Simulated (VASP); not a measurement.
# TiS2 (P-3m1) in VASP: single point with PBE0

Aim: the single point of TiS2 with PBE0.

Everything below comes from runs of VASP 6.6.1. Logs are shortened: lines on timing, memory, paths and dates and some standing lists are left out, and cuts for length are marked.

### 1 The cell of the first run

It takes space group P-3m1 (No. 164, trigonal). The conventional cell has a = 3.411 Å, b = 3.411 Å, c = 5.739 Å, α = 90.00°, β = 90.00°, γ = 120.00°. Within 3.2 Å of Ti (site symmetry -3m) lie 6 S at 2.42 Å. S (site symmetry 3m) has 3 Ti at 2.42 Å within 3.2 Å.

### 2 Single point, PBE0

POSCAR

```
TiS2
1.0
    3.4106015668      0.0000000000      0.0000000000
   -1.7053007834      2.9536675990      0.0000000000
    0.0000000000      0.0000000000      5.7387203108
Ti S
1 2
Direct
    0.0000000000      0.0000000000      0.0000000000
    0.3333333333      0.6666666667      0.2449123130
    0.6666666667      0.3333333333      0.7550876870
```

INCAR.step1

```
ALGO     = Normal         # electronic algorithm
EDIFF    = 1E-5           # SCF threshold, eV
ENCUT    = 400            # plane-wave cutoff, eV
GGA      = PE             # functional
GGA_COMPAT= False        
ISIF     = 2              # what is computed and relaxed
ISMEAR   = 0              # smearing method
LASPH    = True           # aspherical terms in the spheres
LCHARG   = False          # write CHGCAR
LREAL    = False          # projectors in reciprocal space
LWAVE    = True           # write WAVECAR
NBANDS   = 19             # bands
NELM     = 120            # most SCF steps
PREC     = Accurate       # precision mode
SIGMA    = 0.01           # smearing width, eV
```

INCAR.step2

```
AEXX     = 0.25           # exact-exchange fraction
ALGO     = Normal         # electronic algorithm
EDIFF    = 1E-6           # SCF threshold, eV
ENCUT    = 400            # plane-wave cutoff, eV
GGA      = PE             # functional
GGA_COMPAT= False        
ISIF     = 2              # what is computed and relaxed
ISMEAR   = 0              # smearing method
ISTART   = 1            
LASPH    = True           # aspherical terms in the spheres
LCHARG   = False          # write CHGCAR
LHFCALC  = True           # exact exchange
LREAL    = False          # projectors in reciprocal space
LWAVE    = False          # write WAVECAR
NBANDS   = 19             # bands
NELM     = 120            # most SCF steps
PREC     = Accurate       # precision mode
PRECFOCK = Normal       
SIGMA    = 0.01           # smearing width, eV
```

KPOINTS

```
k-points
0
Gamma
  6 6 4
```

Potentials or basis: VASP PAW PBE potentials, release 64 (Ti_sv, S).

Run with:

```
$ cat potpaw_PBE.64/Ti_sv/POTCAR potpaw_PBE.64/S/POTCAR > POTCAR
$ cp INCAR.step1 INCAR
$ mpirun -np 1 vasp_std > vasp.out
$ cp INCAR.step2 INCAR
$ mpirun -np 1 vasp_std > vasp.out
```

OUTCAR:

```text
AEXX = 0.25
   EDIFF = 1E-6
   ENCUT = 400
   GGA = PE
   ISIF = 2
   ISMEAR = 0
   ISTART = 1
   LASPH = True
   LHFCALC = True
   LREAL = False
   NELM = 120
   PREC = Accurate
   PRECFOCK = Normal

 ion  position               nearest neighbor table
   1  0.000  0.000  0.000-   2 2.42   3 2.42   2 2.42   3 2.42   3 2.42   2 2.42
   2  0.333  0.667  0.245-   1 2.42   1 2.42   1 2.42
   3  0.667  0.333  0.755-   1 2.42   1 2.42   1 2.42

  LATTYP: Found a hexagonal cell.
 ALAT       =     3.4106015668
 C/A-ratio  =     1.6826123481

  Lattice vectors:

 A1 = (   3.4106015668,   0.0000000000,   0.0000000000)
 A2 = (  -1.7053007834,   2.9536675990,   0.0000000000)
 A3 = (   0.0000000000,   0.0000000000,   5.7387203108)

Analysis of symmetry for initial positions (statically):
=====================================================================
 Subroutine PRICEL returns:
 Original cell was already a primitive cell.

 Routine SETGRP: Setting up the symmetry group for a
 hexagonal supercell.

 Subroutine GETGRP returns: Found 12 space group operations
 (whereof 12 operations were pure point group operations)
 out of a pool of 24 trial point group operations.

The static configuration has the point symmetry D_3d.

Analysis of symmetry for dynamics (positions and initial velocities):
=====================================================================
 Subroutine PRICEL returns:
 Original cell was already a primitive cell.

 Routine SETGRP: Setting up the symmetry group for a
 hexagonal supercell.

 Subroutine GETGRP returns: Found 12 space group operations
 (whereof 12 operations were pure point group operations)
 out of a pool of 24 trial point group operations.

The dynamic configuration has the point symmetry D_3d.

 Subroutine INISYM returns: Found 12 space group operations
 (whereof 12 operations are pure point group operations),
 and found     1 'primitive' translations

----------------------------------------------------------------------------------------

                                     Primitive cell

  volume of cell :      57.8106

  direct lattice vectors                    reciprocal lattice vectors
     3.410601567  0.000000000  0.000000000     0.293203407  0.169281066  0.000000000
    -1.705300783  2.953667599  0.000000000     0.000000000  0.338562132  0.000000000
     0.000000000  0.000000000  5.738720311     0.000000000  0.000000000  0.174254877

  length of vectors
     3.410601567  3.410601567  5.738720311     0.338562132  0.338562132  0.174254877

  position of ions in fractional coordinates (direct lattice)
     0.000000000  0.000000000  0.000000000
     0.333333333  0.666666667  0.244912313
     0.666666667  0.333333333  0.755087687

  ion indices of the primitive-cell ions
   primitive index   ion index
                 1           1
                 2           2
                 3           3

----------------------------------------------------------------------------------------

 KPOINTS: k-points

Automatic generation of k-mesh.
 Grid dimensions read from file:
 generate k-points for:    6    6    4

 Generating k-lattice:

  Cartesian coordinates                     Fractional coordinates (reciprocal lattice)
     0.048867235  0.028213511  0.000000000     0.166666667 -0.000000000  0.000000000
     0.000000000  0.056427022  0.000000000     0.000000000  0.166666667  0.000000000
     0.000000000  0.000000000  0.043563719     0.000000000  0.000000000  0.250000000

  Length of vectors
     0.056427022  0.056427022  0.043563719

  Shift w.r.t. Gamma in fractional coordinates (k-lattice)
     0.000000000  0.000000000  0.000000000

 Subroutine IBZKPT returns following result:
 ===========================================

 Found     24 irreducible k-points:

 Following reciprocal coordinates:
            Coordinates               Weight
  0.000000  0.000000  0.000000      1.000000
  0.166667 -0.000000  0.000000      6.000000
  0.333333  0.000000  0.000000      6.000000
  0.500000  0.000000  0.000000      3.000000
  0.166667  0.166667  0.000000      6.000000
  0.333333  0.166667  0.000000     12.000000
[... 16 lines left out ...]
  0.333333  0.166667  0.500000     12.000000
  0.333333  0.333333  0.500000      2.000000
   k-points           NKPTS =     24   k-points in BZ     NKDIM =    144   number of bands    NBANDS=     19
   number of dos      NEDOS =    301   number of ions     NIONS =      3
   total plane-waves  NPLWV =  23040
   dimension x,y,z NGX =    24 NGY =   24 NGZ =   40
   dimension x,y,z NGXF=    48 NGYF=   48 NGZF=   80
   ions per type =               1   2
   NGX,Y,Z   is equivalent  to a cutoff of  11.70, 11.70, 11.59 a.u.
   NGXF,Y,Z  is equivalent  to a cutoff of  23.40, 23.40, 23.18 a.u.
 SYSTEM =  unknown system
   PREC   = accura    normal or accurate (medium, high low for compatibility)
   ISTART =      1    job   : 0-new  1-cont  2-samecut
   ICHARG =      0    charge: 1-file 2-atom 10-const
   ISPIN  =      1    spin polarized calculation?
   LNONCOLLINEAR =      F non collinear calculations
   LSORBIT =      F    spin-orbit coupling
   LASPH  =      T    aspherical Exc in radial PAW
   ENCUT  =  400.0 eV  29.40 Ry    5.42 a.u.   5.56  5.56  9.36*2*pi/ulx,y,z
   NELM   =    120;   NELMIN=  2; NELMDL=  0     # of ELM steps
   EDIFF  = 0.1E-05   stopping-criterion for ELM
   LREAL  =      F    real-space projection
   EDIFFG = 0.1E-04   stopping-criterion for IOM
   NSW    =      0    number of steps for IOM
   IBRION =     -1    ionic relax: 0-MD 1-quasi-New 2-CG
   NFREE  =      0    steps in history (QN), initial steepest desc. (CG)
   ISIF   =      2    stress and relaxation
   ISYM   =      3    0-nonsym 1-usesym 2-fastsym
   POTIM  = 0.5000    time-step for ionic-motion
   TEBEG  =    0.0;   TEEND  =   0.0 temperature during run
   PSTRESS=    0.0 pullay stress
   NELECT =      24.0000    total number of electrons
   NUPDOWN=      -1.0000    fix difference up-down
   EMIN   =  10.00;   EMAX   =-10.00  energy-range for DOS
   EFERMI =   0.00;   METHOD = LEGACY
   ISMEAR =     0;   SIGMA  =   0.01  broadening in eV -4-tet -1-fermi 0-gaus
   EFERMI_NEDOS =   21; number of points for ismear=-14 and -15
   IALGO  =     38    algorithm
   IMIX   =      1    mixing-type and parameters
     AMIX     =   0.40;   BMIX     =  1.00
     AMIX_MAG =   1.60;   BMIX_MAG =  1.00
  volume/ion in A,a.u.               =      19.27       130.04
  Fermi-wavevector in a.u.,A,eV,Ry     =   1.221263  2.307853 20.292877  1.491484
  Thomas-Fermi vector in A             =   2.356452
   LORBIT       =      0    0 simple, 1 ext, 2 COOP (PROOUT), +10 PAW based schemes
   GGA     = PE    functional components
   LHFCALC =     T    Hartree Fock is set to
   PRECFOCK=normal    Normal, Fast or Accurate (Low or Medium for compatibility)
   ENCUT4O =  -1.0   cutoff for four orbital integrals eV
   NKREDX  =     1    reduce k-point grid by
   NKREDY  =     1    reduce k-point grid by
   NKREDZ  =     1    reduce k-point grid by
   AEXX    =    0.2500 exact exchange contribution
   HFSCREEN=    0.0000 screening length (either q_TF or 0.3 A-1)
   HFSCREENC=   0.0000 screening length for correlation (either q_TF or 0.3 A-1)
   ENCUTFOCK=  -1.0 apply spherical cutoff to Coloumb kernel
   IVDW    =     0    specifies the selected vdW correction
   LEPSILON=     F    determine dielectric tensor
   LRPA    =     F    only Hartree local field effects (RPA)
 non-spin polarized calculation
 Gauss-broadening in eV      SIGMA  =   0.01
  energy-cutoff  :      400.00
  volume of cell :       57.81
 maximum number of plane-waves:      1074
 NGX is ok and might be reduce to    24
  NGX = 18; NGY = 18; NGZ = 30

 number of electron      24.0000001 magnetization

 Free energy of the ion-electron system (eV)
  ---------------------------------------------------
  ext. energy  EPLUGINS =         0.00000000
  ---------------------------------------------------
  free energy    TOTEN  =       -26.30724864 eV

  energy without entropy =      -26.30724864  energy(sigma->0) =      -26.30724864

 E-fermi :   4.9011     XC(G=0):  -7.9281

 val. band max:        4.6899924512   @ k =   0.0000   0.0000   0.0000
 cond. band min:       5.9606648268   @ k =   0.5000   0.0000   0.5000
 fundamental gap:      1.2706723756
 Fermi energy:         4.9011483667

 k-point     1 :       0.0000    0.0000    0.0000
  band No.  band energies     occupation
      1     -58.0630      2.00000
      2     -32.6380      2.00000
      3     -32.5693      2.00000
      4     -32.5693      2.00000
      5     -10.7832      2.00000
      6      -8.9046      2.00000
[... 11 lines left out ...]
     18      12.2384      0.00000
     19      13.1494      0.00000

 k-point     2 :       0.1667   -0.0000    0.0000
  band No.  band energies     occupation
      1     -58.0598      2.00000
      2     -32.6316      2.00000
      3     -32.6071      2.00000
      4     -32.5783      2.00000
      5     -10.4277      2.00000
      6      -8.8379      2.00000
[... 11 lines left out ...]
     18      13.6512      0.00000
     19      14.3632      0.00000

 k-point     3 :       0.3333    0.0000    0.0000
  band No.  band energies     occupation
      1     -58.0528      2.00000
      2     -32.6822      2.00000
      3     -32.6184      2.00000
      4     -32.5958      2.00000
      5      -9.5633      2.00000
      6      -8.7244      2.00000
[... 11 lines left out ...]
     18      13.4883      0.00000
     19      14.1825      0.00000

 k-point     4 :       0.5000    0.0000    0.0000
  band No.  band energies     occupation
      1     -58.0492      2.00000
      2     -32.7194      2.00000
      3     -32.6117      2.00000
      4     -32.6045      2.00000
      5      -8.8963      2.00000
      6      -8.7954      2.00000
[... 407 lines left out ...]
     18      14.6632      0.00000
     19      15.0134      0.00000

 k-point    23 :       0.3333    0.1667    0.5000
  band No.  band energies     occupation
      1     -58.0493      2.00000
      2     -32.6999      2.00000
      3     -32.6241      2.00000
      4     -32.6119      2.00000
      5      -8.9417      2.00000
      6      -8.7477      2.00000
[... 11 lines left out ...]
     18      13.1490      0.00000
     19      14.0259      0.00000

 k-point    24 :       0.3333    0.3333    0.5000
  band No.  band energies     occupation
      1     -58.0475      2.00000
      2     -32.6734      2.00000
      3     -32.6734      2.00000
      4     -32.6091      2.00000
      5      -8.6812      2.00000
      6      -8.6812      2.00000
[... 11 lines left out ...]
     18      14.1608      0.00000
     19      14.1608      0.00000

------------------------ aborting loop because EDIFF is reached ----------------------------------------

  FORCE on cell =-STRESS in cart. coord.  units (eV):
  Direction    XX          YY          ZZ          XY          YZ          ZX
  --------------------------------------------------------------------------------------
  -------------------------------------------------------------------------------------
  Total       -0.2531416     -0.2531416     -0.0948543     -0.0000000     -0.0000000      0.0000000
  in kB       -7.0156268     -7.0156268     -2.6288151     -0.0000000     -0.0000000      0.0000000
  external PRESSURE =      -5.5533562 kB  Pullay stress =       0.0000000 kB

 VOLUME and BASIS-vectors are now :
 -----------------------------------------------------------------------------
  energy-cutoff  :      400.00
  volume of cell :       57.81
      direct lattice vectors                 reciprocal lattice vectors
     3.410601567  0.000000000  0.000000000     0.293203407  0.169281066  0.000000000
    -1.705300783  2.953667599  0.000000000     0.000000000  0.338562132  0.000000000
     0.000000000  0.000000000  5.738720311     0.000000000  0.000000000  0.174254877

 POSITION                                       TOTAL-FORCE (eV/Angst)
 -----------------------------------------------------------------------------------
      0.00000      0.00000      0.00000         0.000000     -0.000000      0.000000
     -0.00000      1.96911      1.40548         0.000000     -0.000000     -0.242240
      1.70530      0.98456      4.33324        -0.000000      0.000000      0.242240
 -----------------------------------------------------------------------------------
    total drift:                                0.000000     -0.000000     -0.000002

  FREE ENERGIE OF THE ION-ELECTRON SYSTEM (eV)
  ---------------------------------------------------
  free  energy   TOTEN  =       -26.3072486356 eV

  energy  without entropy=      -26.3072486356  energy(sigma->0) =      -26.30724864
```

Wall time 65 min (1 thread of Intel Xeon Platinum 8259CL at 2.50GHz (Skylake/Cascade Lake), shared host); peak memory 0.18 GiB.

Results:

- Free energy: -26.3072 eV
- Pressure: -0.6 GPa
- Largest force: 0.242 eV/Å
- Band gap on the k mesh: 1.27 eV (least direct gap 1.81 eV)

Forces in eV/Å, atoms in the order of the input:
```
Ti   0.000  0.000  0.000
S    0.000  0.000 -0.242
S    0.000  0.000  0.242
```

Stress tensor (GPa, compression positive):
```
-0.70  0.00  0.00
 0.00 -0.70  0.00
 0.00  0.00 -0.26
```

Caveat: the PAW data sets were made with another functional, which shifts forces and pressure a little; this functional lacks dispersion, which binds layers or chains, so the pressure and a relaxed spacing across them are unreliable.
